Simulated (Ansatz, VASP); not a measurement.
**Two plane-wave programs on C**

The input INCAR:

```
SYSTEM = C
PREC     = Accurate       ! precision mode
ENCUT    = 520            ! plane-wave cutoff, eV
EDIFF    = 1E-7           ! SCF threshold, eV
ISMEAR   = 0              ! smearing method
SIGMA    = 0.05           ! smearing width, eV
LREAL    = .False.        ! projectors in reciprocal space
LASPH    = .True.         ! aspherical terms in the spheres
NELM     = 80             ! most SCF steps
ALGO     = Normal         ! electronic algorithm
ISIF     = 2              ! what is computed and relaxed
LWAVE    = .False.        ! write WAVECAR
LCHARG   = .False.        ! write CHGCAR
GGA      = CA             ! functional
NBANDS   = 11             ! bands
```

Contents of KPOINTS:

```
Automatic mesh
0
Gamma
  12 12 12
  0 0 0
```

POSCAR

```
C
1.0
    0.0000000000      1.7943963805      1.7098803110
    1.7943963805      0.0000000000      1.7098803110
    1.7943963805      1.7943963805      0.0000000000
C
2
Direct
    0.5000000000      0.5000000000      0.5000000000
    0.7500000000      0.7500000000      0.7500000000
```

Input for Ansatz:

```yaml
crystal:
  lattice:
    - [0.0, 1.7943963805, 1.709880311]
    - [1.7943963805, 0.0, 1.709880311]
    - [1.7943963805, 1.7943963805, 0.0]
  atoms:
    - { symbol: C, position: [0.5, 0.5, 0.5] }
    - { symbol: C, position: [0.75, 0.75, 0.75] }
basis:
  ecutwfc: 520.0
kpoints:
  mp_grid: { grid: [12, 12, 12] }
hamiltonian:
  xc: lda
  pseudopotentials: { kind: paw, azcp: { folder: soft_1 } }
scf:
  occupations: { method: gaussian, width: 0.05 }
output:
  forces: true
  stress: true
  eigenvalues: true
```

Alike in both runs: task single point; functional LDA; k mesh 12 × 12 × 12; occupations gaussian, width 0.05 eV; no spin polarisation.

|  | VASP | Ansatz |
| --- | --- | --- |
| version | VASP 6.6.1 | Ansatz 0.2.0 |
| potentials or method | VASP PAW LDA potentials, release 64 (C), cutoff 520 eV | scalar-relativistic, plane waves, PAW |
| valence electrons in the cell | 8 | 8 |

|  | VASP | Ansatz | Ansatz less VASP |
| --- | --- | --- | --- |
| gap on the k mesh at the Fermi level (eV) | 2.98 | 2.99 | +0.008 |
| least direct gap on the mesh (eV) | 4.78 | 4.78 | -0.002 |
| pressure (GPa) | 1.7 | 0.0 | -1.69 |
| traceless stress, the component that is largest in VASP (GPa) | 29.16 | 29.21 | +0.053 |

Ansatz warns that its potentials were made for another functional, while VASP's fit it. LDA's correlation is that of Perdew and Zunger in VASP and of Perdew and Wang (1992) in Ansatz.
